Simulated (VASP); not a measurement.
Here is a VASP 6.6.1 calculation.

File INCAR:

```
SYSTEM = Si2Sn3
PREC     = Accurate       ! precision mode
ENCUT    = 520            ! plane-wave cutoff, eV
EDIFF    = 1E-6           ! SCF threshold, eV
ISMEAR   = 0              ! smearing method
SIGMA    = 0.1            ! smearing width, eV
LREAL    = .FALSE.        ! projectors in reciprocal space
LASPH    = .TRUE.         ! aspherical terms in the spheres
NELM     = 100            ! most SCF steps
ALGO     = Normal         ! electronic algorithm
ISIF     = 2              ! what is computed and relaxed
LWAVE    = .FALSE.        ! write WAVECAR
LCHARG   = .FALSE.        ! write CHGCAR
GGA      = PE             ! functional
NBANDS   = 33             ! bands
```

Contents of KPOINTS:

```
Automatic mesh
0
G
  6 6 2
  0 0 0
```

File POSCAR:

```
Si2Sn3
1.0
    3.0432594600      0.0000000000      0.0000000000
   -1.5216297300      2.6355400000      0.0000000000
    0.0000000000      0.0000000000     14.2889877000
Si Sn
2 3
Direct
    0.0000000000      0.0000000000      0.6000000000
    0.0000000000      0.0000000000      0.4000000000
    0.0000000000      0.0000000000      0.8000000000
    0.0000000000      0.0000000000      0.0000000000
    0.0000000000      0.0000000000      0.2000000000
```

Potentials or basis: VASP PAW PBE potentials, release 64 (Si, Sn_d).

Run with:

```bash
$ cat potpaw_PBE.64/Si/POTCAR potpaw_PBE.64/Sn_d/POTCAR > POTCAR
$ mpirun -np 1 vasp_std > vasp.out
```

Q: Predict the largest force.

A: 1.118 eV/Å.

Q: What does it give for the pressure?

A: 4.2 GPa.

Q: Estimate the band gap on the k mesh.

A: Zero (bands 25 and 26 overlap by 8.11 eV).

Stress tensor (GPa, compression positive):
```
 0.91  0.00  0.00
 0.00  0.91  0.00
 0.00  0.00 10.67
```

Caveat: the k points lie up to 0.40 Å⁻¹ apart, too coarse for converged energies and pressures of a metal; spin-orbit coupling is left out, which moves the levels of the heavy elements; forces of over 1 eV/Å act on the atoms, so gaps and moduli don't describe the material at rest.
